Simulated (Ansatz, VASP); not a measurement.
## Ta: VASP beside Ansatz

File INCAR:

```
ALGO = Fast
EDIFF = 1E-6
ENCUT = 520
GGA = PS
ISIF = 2
ISMEAR = 0
LASPH = True
LCHARG = False
LREAL = False
LWAVE = False
NBANDS = 12
NELM = 60
PREC = Accurate
SIGMA = 0.15
```

KPOINTS

```
k-points
0
Gamma
  22 22 22
```

The input POSCAR:

```
Ta
1.0
   -1.7466768536      1.7466768536      1.5042381063
    1.7466768536     -1.7466768536      1.5042381063
    1.7466768536      1.7466768536     -1.5042381063
Ta
1
Direct
    0.0000000000      0.0000000000      0.0000000000
```

Input for Ansatz:

```yaml
crystal:
  lattice:
    - [-1.7466768536, 1.7466768536, 1.5042381063]
    - [1.7466768536, -1.7466768536, 1.5042381063]
    - [1.7466768536, 1.7466768536, -1.5042381063]
  atoms:
    - { symbol: Ta, position: [0.0, 0.0, 0.0] }
basis:
  ecutwfc: 420
kpoints:
  mp_grid: { grid: [22, 22, 22] }
hamiltonian:
  xc: pbesol
  pseudopotentials: { kind: paw, azcp: { folder: soft_1 } }
scf:
  occupations: { method: gaussian, width: 0.15 }
output:
  forces: true
  stress: true
  eigenvalues: true
```

Alike in both runs: task single point; functional PBEsol; k mesh 22 × 22 × 22; occupations gaussian, width 0.15 eV; no spin polarisation.

```csv
,VASP,Ansatz
version,VASP 6.6.1,Ansatz 0.2.0
potentials or method,"VASP PAW PBE potentials, release 64 (Ta_pv), cutoff 520 eV","scalar-relativistic, plane waves, PAW"
valence electrons in the cell,11,13
```

|  | VASP | Ansatz | Ansatz less VASP |
| --- | --- | --- | --- |
| gap on the k mesh at the Fermi level (eV) | none | none | - |
| pressure (GPa) | -5.4 | -5.5 | -0.10 |
| traceless stress, the component that is largest in VASP (GPa) | 6.93 | 6.92 | -0.016 |

VASP's potentials were made for PBE, not for PBEsol, and Ansatz warns of the same on its side. A gap of «none» marks a metal or a gap that the smearing closes. VASP's potentials hold 11 valence electrons a cell and Ansatz's 13, so a difference there can come from the potentials and not from the codes.

Spin-orbit coupling is off throughout.
